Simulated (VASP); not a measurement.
CuO:

```xyz
4
Lattice="2.2968 -1.6784 0.0000 2.2968 1.6784 0.0000 -0.8430 0.0000 4.9562" Properties=species:S:1:pos:R:3 pbc="T T T"
Cu    1.1484    0.8285    0.0000
Cu    0.7269   -0.8285    2.4781
O     2.0301   -0.2783    1.2574
O     1.6086    0.2783    3.7355
```

Base run:

| Item | Value |
| --- | --- |
| Program | VASP 6.6.1 |
| Functional | LDA |
| Potentials or basis | VASP PAW LDA potentials, release 64 (Cu, O) |
| Cutoff | 520 eV |
| k mesh | 10 × 10 × 5 |
| Occupations | fermi-dirac, width 0.05 eV |
| Spin | no spin polarisation |

Its results: band gap on the k mesh zero (bands 17 and 18 overlap by 0.61 eV); pressure 3.1 GPa; largest force 0.899 eV/Å.

**Question.** The run is repeated on the same cell with these changes: functional from LDA to PBE; potentials or basis from VASP PAW LDA potentials, release 64 (Cu, O) to VASP PAW PBE potentials, release 64 (Cu, O). What comes out?

**Answer.** Band gap on the k mesh zero (bands 17 and 18 overlap by 0.60 eV); pressure 19.9 GPa; largest force 0.995 eV/Å.

Caveats: the cell stands under pressure; semilocal functionals often make such compounds metallic where correlation or magnetic order opens a gap, which also shifts bond lengths.
